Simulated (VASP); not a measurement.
KF:

```
K F
1.0
     3.95860    0.00000    0.00000
    -1.97930    3.42825    0.00000
     0.00000    0.00000   13.14284
K F
4 4
Direct
  0.33333 0.66667 0.25000
  0.66667 0.33333 0.75000
  0.00000 0.00000 0.00000
  0.00000 0.00000 0.50000
  0.33333 0.66667 0.61830
  0.66667 0.33333 0.11830
  0.33333 0.66667 0.88170
  0.66667 0.33333 0.38170
```

The cell was generated, and may not be a known phase.

* Program: VASP 6.6.1
* Task: relaxation of cell and atoms
* Functional: PBE
* Potentials or basis: VASP PAW PBE potentials, release 64 (K_sv, F)
* Cutoff: 600 eV
* k mesh: 4 × 4 × 1
* Occupations: gaussian, width 0.15 eV
* Spin: no spin polarisation

At the start: pressure -2.5 GPa; volume 22.30 Å³/atom.

**Question.** How do energy, volume and symmetry change on relaxing?

**Answer.** Over 6 steps the energy falls by 25.6 meV/atom and the volume is 19.81 Å³/atom (-11.2 %); space group P6_3/mmc (No. 194, to 0.1 Å) before and after.

The path:
| step | energy change (eV) | largest force (eV/Å) | pressure (GPa) | volume (Å³) |
| --- | --- | --- | --- | --- |
| 1 | 0.0000 | 0.2168 | -2.49 | 178.36 |
| 2 | -0.1221 | 0.2045 | -1.57 | 169.56 |
| 3 | -0.1866 | 0.1839 | -0.01 | 159.27 |
| 4 | -0.1871 | 0.1806 | 0.19 | 158.17 |
| 5 | -0.1956 | 0.1271 | 0.16 | 158.25 |
| 6 | -0.2047 | 0.0152 | 0.08 | 158.46 |

Final structure:
```
CELL_PARAMETERS angstrom
3.78135 0.00000 0.00000
-1.89067 3.27474 0.00000
0.00000 0.00000 12.79630
ATOMIC_POSITIONS crystal
K 0.33333 0.66667 0.25000
K 0.66667 0.33333 0.75000
K 0.00000 0.00000 0.00000
K 0.00000 0.00000 0.50000
F 0.33333 0.66667 0.62357
F 0.66667 0.33333 0.12357
F 0.33333 0.66667 0.87643
F 0.66667 0.33333 0.37643
```

Caveat: the k points lie up to 0.49 Å⁻¹ apart in the final cell.
